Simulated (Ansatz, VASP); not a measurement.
**One calculation of CdSe, two programs**

```
CELL_PARAMETERS angstrom
-4.22070 4.22276 4.23704
4.22215 -4.22373 4.23869
4.22073 4.22385 -4.23776
ATOMIC_POSITIONS crystal
Cd 0.31695 0.99798 0.99905
Cd 0.68131 0.68271 0.68214
Cd 0.00092 0.31837 0.00029
Cd 0.00073 0.00095 0.31850
Se 0.00002 0.67198 0.99971
Se 0.32809 0.32738 0.32827
Se 0.67297 0.00188 0.00068
Se 0.99901 0.99876 0.67136
```

Change from the starting cell: cell x1, atoms moved at random (sigma 0.1 Å) and cell strained at random (1.5 %), then relaxed without symmetry.

Alike in both runs: functional PBE; k mesh 2 × 2 × 2; occupations gaussian, width 0.1 eV; no spin polarisation.

Ansatz relaxed the structure, and its values are those at the end. VASP's run is a single point on that final structure, the one shown.

|  | VASP | Ansatz |
| --- | --- | --- |
| version | VASP 6.6.1 | Ansatz 0.2.0 |
| potentials or method | VASP PAW PBE potentials, release 64 (Cd, Se), cutoff 520 eV | scalar-relativistic, plane waves, PAW |
| valence electrons in the cell | 72 | 144 |

```tsv
	VASP	Ansatz	Ansatz less VASP
gap on the k mesh at the Fermi level (eV)	0.91	0.91	+0.004
least direct gap on the mesh (eV)	0.95	0.95	+0.004
pressure (GPa)	0.2	0.0	-0.21
rms of the force components (eV/Å)	0.005	0.003	-0.0018
```

VASP's potentials hold 72 valence electrons a cell and Ansatz's 144, so a difference there can come from the potentials and not from the codes.

The k mesh is coarse, so the values compare programs but aren't converged.
